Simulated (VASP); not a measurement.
A run of VASP 6.6.1:

The input INCAR:

```
SYSTEM = Sc
PREC = Accurate ; ENCUT = 520
EDIFF = 1E-7 ; ISMEAR = -1
SIGMA = 0.05 ; LREAL = .FALSE.
LASPH = .TRUE. ; NELM = 60
ALGO = Fast ; ISIF = 2
LWAVE = .FALSE. ; LCHARG = .TRUE.
GGA = RP ; LELF = .TRUE.
LVHAR = .TRUE. ; NBANDS = 18
```

KPOINTS

```
regular mesh
0
G
  9 9 5
  0 0 0
```

The input POSCAR:

```
Sc
1.0
    3.3571690405      0.0000000000      0.0000000000
   -1.6785845202      2.9073936738      0.0000000000
    0.0000000000      0.0000000000      5.2517951858
Sc
2
Direct
    0.6666666667      0.3333333333      0.7500000000
    0.3333333333      0.6666666667      0.2500000000
```

Potentials or basis: VASP PAW PBE potentials, release 64 (Sc_sv).

Launch:

```console
$ cat potpaw_PBE.64/Sc_sv/POTCAR > POTCAR
$ mpirun -np 1 vasp_std > vasp.out
```

Hardware: 1 thread of Intel Xeon 8259CL, with other jobs on the host.

Question: Estimate the wall time of this run.

Answer: Wall time 60 s on 1 thread of Intel Xeon 8259CL (shared host), peak memory 0.18 GiB. Counts: scf iterations 19, k points 36.
